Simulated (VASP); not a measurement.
Cu3Ge, 16 atoms in the cell. The cell holds a disordered packing, 16 atoms: a = 5.814 Å, b = 6.039 Å, c = 6.264 Å, α = 91.97°, β = 92.72°, γ = 85.77°. 

```yaml
Program: VASP 6.6.1
Task: single point
Functional: PBEsol
Potentials_or_basis: VASP PAW PBE potentials, release 64 (Cu, Ge_d)
Cutoff: 410 eV
k_mesh: 1 × 1 × 1, shifted
Occupations: fermi-dirac, width 0.1663 eV
Spin: no spin polarisation
Dipole_correction: no
Mended: yes
Further_INCAR_settings: LREAL = Auto; ALGO = Normal; EDIFF = 1e-06; NBANDS = 108; ISYM = -1
```

Potentials or basis: VASP PAW PBE potentials, release 64 (Cu, Ge_d).

Command:

```bash
$ cat potpaw_PBE.64/Cu/POTCAR potpaw_PBE.64/Ge_d/POTCAR > POTCAR
$ mpirun -np 1 vasp_std > vasp.out
```

Hardware: 1 thread of Intel(R) Xeon(R) Platinum 8375C CPU @ 2.90GHz (Ice Lake), on a shared host.

Estimate the wall time of this run.

It took 120 s on 1 thread of Intel(R) Xeon(R) Platinum 8375C CPU @ 2.90GHz (Ice Lake) (shared host), peak memory 0.24 GiB. Counts: scf iterations 19, k points 1.
